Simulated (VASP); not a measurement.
The system is W.

```
W
1.0
    -1.58000    1.58000    1.58000
     1.58000   -1.58000    1.58000
     1.58000    1.58000   -1.58000
W
1
Direct
  0.00000 0.00000 0.00000
```

| Property | Result |
| --- | --- |
| Program | VASP 6.6.1 |
| Task | relaxation of cell and atoms |
| Functional | LDA |
| Potentials or basis | VASP PAW LDA potentials, release 64 (W_sv) |
| Cutoff | 600 eV |
| k mesh | 24 × 24 × 24 |
| Occupations | methfessel-paxton, width 0.1 eV |
| Spin | no spin polarisation |

At the start: pressure -5.8 GPa; volume 15.78 Å³/atom.

Where does the relaxation end?

Over 4 steps the energy falls by 5.1 meV/atom and the volume is 15.50 Å³/atom (-1.8 %); space group Im-3m (No. 229, to 0.1 Å) before and after.

Step by step:
| step | energy change (eV) | largest force (eV/Å) | pressure (GPa) | volume (Å³) |
| --- | --- | --- | --- | --- |
| 1 | 0.0000 | 0.0000 | -5.78 | 15.78 |
| 2 | 0.0684 | 0.0000 | 25.32 | 14.51 |
| 3 | -0.0051 | 0.0000 | -0.19 | 15.51 |
| 4 | -0.0051 | 0.0000 | -0.03 | 15.50 |

Final structure:
```
CELL_PARAMETERS angstrom
-1.57062 1.57062 1.57062
1.57062 -1.57062 1.57062
1.57062 1.57062 -1.57062
ATOMIC_POSITIONS crystal
W 0.00000 0.00000 0.00000
```
